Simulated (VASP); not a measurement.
# Al in VASP: further runs, part 2 of 2

VASP 6.6.1. Earlier steps stand in the parts before.

### 4 Single point, PBE

This run uses another cell than the first one: it holds 12 atoms, not 5.

Contents of INCAR:

```
SYSTEM = Al
PREC = Accurate
ENCUT = 520
EDIFF = 1E-7
ISMEAR = 0
SIGMA = 0.1
LREAL = .FALSE.
LASPH = .TRUE.
NELM = 80
ALGO = Normal
ISIF = 2
LWAVE = .FALSE.
LCHARG = .FALSE.
LDIPOL = .TRUE.
IDIPOL = 3
DIPOL = 0.5 0.5 0.417
GGA = PE
NBANDS = 30
```

Contents of KPOINTS:

```
regular mesh
0
G
  4 4 1
  0 0 0
```

Contents of POSCAR:

```
Al
1.0
    5.7143027680      0.0000000000      0.0000000000
   -2.8571513840      4.9487313620      0.0000000000
    0.0000000000      0.0000000000     24.7434086725
Al
12
Direct
    0.3333333333      0.1666666667      0.3233184282
    0.3333333333      0.6666666667      0.3233184282
    0.8333333333      0.1666666667      0.3233184282
    0.8333333333      0.6666666667      0.3233184282
    0.6663625555      0.3350465783      0.4167100037
    0.6663187817      0.8339557986      0.4167389649
    0.1672077844      0.3349268378      0.4166879567
    0.1665116893      0.8345181014      0.4165102903
   -0.0005684054      0.5024095950      0.5097935155
    0.0000382434      0.0024264470      0.5098269919
    0.4993439123      0.5027436375      0.5110642333
    0.4994425915      0.0026322321      0.5096396994
```

Potentials or basis: VASP PAW PBE potentials, release 64 (Al).

Command:

```
cat potpaw_PBE.64/Al/POTCAR > POTCAR
mpirun -np 1 vasp_std > vasp.out
```

OUTCAR:

```text
SYSTEM = Al
   PREC = Accurate
   ENCUT = 520
   EDIFF = 1E-7
   ISMEAR = 0
   LREAL = .FALSE.
   LASPH = .TRUE.
   NELM = 80
   ISIF = 2
   GGA = PE

 ion  position               nearest neighbor table
   1  0.333  0.167  0.323-   8 2.83   5 2.84   7 2.84   4 2.86   2 2.86   2 2.86   4 2.86   3 2.86
                             3 2.86
   2  0.333  0.667  0.323-   7 2.83   6 2.84   8 2.84   3 2.86   1 2.86   1 2.86   3 2.86   4 2.86
                             4 2.86
   3  0.833  0.167  0.323-   6 2.84   7 2.84   5 2.85   4 2.86   2 2.86   4 2.86   2 2.86   1 2.86
                             1 2.86
   4  0.833  0.667  0.323-   5 2.83   8 2.83   6 2.84   3 2.86   1 2.86   3 2.86   1 2.86   2 2.86
                             2 2.86
   5  0.666  0.335  0.417-  12 2.83   9 2.83   4 2.83   1 2.84   3 2.85   6 2.85   7 2.85   8 2.86
                             8 2.86   7 2.86  11 2.86   6 2.86
   6  0.666  0.834  0.417-  10 2.83  12 2.84   3 2.84   2 2.84   4 2.84   5 2.85   7 2.85  11 2.85
                             8 2.86   8 2.86   7 2.86   5 2.86
   7  0.167  0.335  0.417-  10 2.83   2 2.83   9 2.84   3 2.84   1 2.84   6 2.85   5 2.85  11 2.86
                             8 2.86   8 2.86   5 2.86   6 2.86
   8  0.167  0.835  0.417-   1 2.83  12 2.83   9 2.83   4 2.83   2 2.84  10 2.84   5 2.86   6 2.86
                             7 2.86   7 2.86   6 2.86   5 2.86
   9  0.999  0.502  0.510-   5 2.83   8 2.83   7 2.84  10 2.86  11 2.86  12 2.86  12 2.86  11 2.86
                            10 2.86
  10  0.000  0.002  0.510-   7 2.83   6 2.83   8 2.84  12 2.85   9 2.86  11 2.86  11 2.86   9 2.86
                            12 2.86
  11  0.499  0.503  0.511-   6 2.85   7 2.86   9 2.86  10 2.86  12 2.86  12 2.86  10 2.86   9 2.86
                             5 2.86
  12  0.499  0.003  0.510-   5 2.83   8 2.83   6 2.84  10 2.85  11 2.86   9 2.86   9 2.86  11 2.86
                            10 2.86

  LATTYP: Found a hexagonal cell.
 ALAT       =     5.7143027680
 C/A-ratio  =     4.3300835950

  Lattice vectors:

 A1 = (   5.7143027680,   0.0000000000,   0.0000000000)
 A2 = (  -2.8571513840,   4.9487313620,   0.0000000000)
[... 174 lines left out ...]

 dipolmoment           0.000000      0.000000     -0.000144 electrons x Angstroem

 Free energy of the ion-electron system (eV)
  ---------------------------------------------------
  ext. energy  EPLUGINS =         0.00000000
  ---------------------------------------------------
  free energy    TOTEN  =       -42.32968802 eV

  energy without entropy =      -42.31026353  energy(sigma->0) =      -42.31997577

 E-fermi :  -0.4692     XC(G=0):  -3.6035

 val. band max:       -0.6924928219   @ k =   0.0000   0.0000   0.0000
 cond. band min:      -0.4412478481   @ k =  -0.2500   0.2500   0.0000
 fundamental gap:      0.2512449737
 Fermi energy:        -0.4692241478

 k-point     1 :       0.0000    0.0000    0.0000
  band No.  band energies     occupation
      1     -11.0747      2.00000
      2      -9.4125      2.00000
      3      -6.7106      2.00000
      4      -5.2008      2.00000
      5      -5.1974      2.00000
      6      -5.1829      2.00000
[... 319 lines left out ...]
     29       3.1668      0.00000
     30       3.1768      0.00000

------------------------ aborting loop because EDIFF is reached ----------------------------------------

 vacuum level on the upper side and lower side of the slab       (xc-potential included)        -0.074        -0.074

  FORCE on cell =-STRESS in cart. coord.  units (eV):
  Direction    XX          YY          ZZ          XY          YZ          ZX
  --------------------------------------------------------------------------------------
  -------------------------------------------------------------------------------------
  Total       -3.0332145     -3.0503643     -0.2270967     -0.0073887     -0.0701050      0.0537234
  in kB       -6.9453966     -6.9846659     -0.5200016     -0.0169185     -0.1605251      0.1230147
  external PRESSURE =      -4.8166881 kB  Pullay stress =       0.0000000 kB

 VOLUME and BASIS-vectors are now :
 -----------------------------------------------------------------------------
  energy-cutoff  :      520.00
  volume of cell :      699.71
      direct lattice vectors                 reciprocal lattice vectors
     5.714302768  0.000000000  0.000000000     0.174999478  0.101035996  0.000000000
    -2.857151384  4.948731362  0.000000000     0.000000000  0.202071991  0.000000000
     0.000000000  0.000000000 24.743408672     0.000000000  0.000000000  0.040414804

 POSITION                                       TOTAL-FORCE (eV/Angst)
 -----------------------------------------------------------------------------------
      1.42858      0.82479      8.00000        -0.001719      0.004698      0.006150
     -0.00000      3.29915      8.00000        -0.001597      0.004371      0.006144
      4.28573      0.82479      8.00000        -0.002869      0.002748      0.021341
      2.85715      3.29915      8.00000        -0.003789      0.003505      0.005279
      2.85052      1.65806     10.31083         0.004468     -0.005652      0.001678
      1.42481      4.12702     10.31154        -0.000260      0.009736      0.000755
     -0.00146      1.65746     10.31028        -0.007162     -0.005864      0.009087
     -1.43285      4.12981     10.30588        -0.000288      0.001493      0.004350
      4.27559      2.48629     12.61403         0.002846     -0.004816      0.005108
     -0.00671      0.01201     12.61486        -0.008982     -0.003067      0.002547
      1.41699      2.48794     12.64547         0.009053     -0.003227     -0.079434
      2.84645      0.01303     12.61022         0.010300     -0.003924      0.016996
 -----------------------------------------------------------------------------------
    total drift:                                0.000011     -0.000014     -0.000023

  FREE ENERGIE OF THE ION-ELECTRON SYSTEM (eV)
  ---------------------------------------------------
  free  energy   TOTEN  =       -42.3296880158 eV

  energy  without entropy=      -42.3102635270  energy(sigma->0) =      -42.31997577

 vacuum level on the upper side and lower side of the slab         3.369         3.369
```

OSZICAR:

```text
N       E                     dE             d eps       ncg     rms          rms(c)
DAV:   1     0.131126803319E+03    0.13113E+03   -0.10398E+04   600   0.824E+02
DAV:   2    -0.357198213083E+02   -0.16685E+03   -0.15884E+03   850   0.144E+02
DAV:   3    -0.441106497514E+02   -0.83908E+01   -0.81658E+01   704   0.328E+01
[... 18 lines left out ...]
DAV:  22    -0.423296821419E+02   -0.52235E-05   -0.30110E-07   580   0.105E-03    0.170E-03
DAV:  23    -0.423296855178E+02   -0.33759E-05   -0.10095E-07   586   0.799E-04    0.584E-04
DAV:  24    -0.423296869546E+02   -0.14368E-05   -0.10552E-08   530   0.425E-04    0.219E-04
DAV:  25    -0.423296879330E+02   -0.97840E-06   -0.76221E-09   476   0.342E-04    0.139E-04
DAV:  26    -0.423296880158E+02   -0.82794E-07   -0.11958E-09   512   0.201E-04
   1 F= -.42329688E+02 E0= -.42319976E+02  d E =-.194245E-01
```

Run time: 3.7 min. Hardware: 1 thread of Intel Xeon 6975P-C (Granite Rapids), shared host; peak memory 0.71 GiB.

Results:

```yaml
Free_energy: -42.3297 eV
Largest_force: 0.080 eV/Å
Band_gap_on_the_k_mesh: zero (band 18 reaches -0.21 eV, above the bottom of band 19 at -0.94 eV)
```

Forces in eV/Å, atoms in the order of the input:
```
Al  -0.002  0.005  0.006
Al  -0.002  0.004  0.006
Al  -0.003  0.003  0.021
Al  -0.004  0.004  0.005
Al   0.004 -0.006  0.002
Al   0.000  0.010  0.001
Al  -0.007 -0.006  0.009
Al   0.000  0.001  0.004
Al   0.003 -0.005  0.005
Al  -0.009 -0.003  0.003
Al   0.009 -0.003 -0.079
Al   0.010 -0.004  0.017
```

Levels at points of the mesh, in eV from the Fermi level:
| k point | band 16 | band 17 | band 18 | band 19 | band 20 | band 21 |
| --- | --- | --- | --- | --- | --- | --- |
| (0.00, 0.00, 0.00) | -2.81 | -0.47 | -0.47 | -0.47 | -0.23 | -0.23 |
| (0.50, 0.00, 0.00) | -0.52 | -0.26 | -0.26 | 0.86 | 0.87 | 1.24 |
| (0.00, 0.50, 0.00) | -0.52 | -0.27 | -0.26 | 0.86 | 0.87 | 1.25 |
| (0.50, 0.50, 0.00) | -0.51 | -0.26 | -0.26 | 0.87 | 0.88 | 1.24 |

### 5 Overview

```tsv
cell	k mesh	gap on the mesh (eV)	largest force (eV/Å)
a = 2.857, b = 2.857, c = 31.331 Å, angles 90.0, 90.0, 120.0°, 5 atoms	12 × 12 × 1	none	0.10
a = 5.714, b = 5.714, c = 21.666 Å, angles 90.0, 90.0, 120.0°, 12 atoms	6 × 6 × 1	none	-
a = 5.714, b = 5.714, c = 24.743 Å, angles 90.0, 90.0, 120.0°, 12 atoms	4 × 4 × 1	none	0.08
```

Alike in all rows: task single point; level PBE; potentials or basis VASP PAW PBE potentials, release 64 (Al); no spin polarisation; cutoff (eV) 520; smearing gaussian 0.1 eV.

Absolute energies hang on the potentials; compare differences alone.
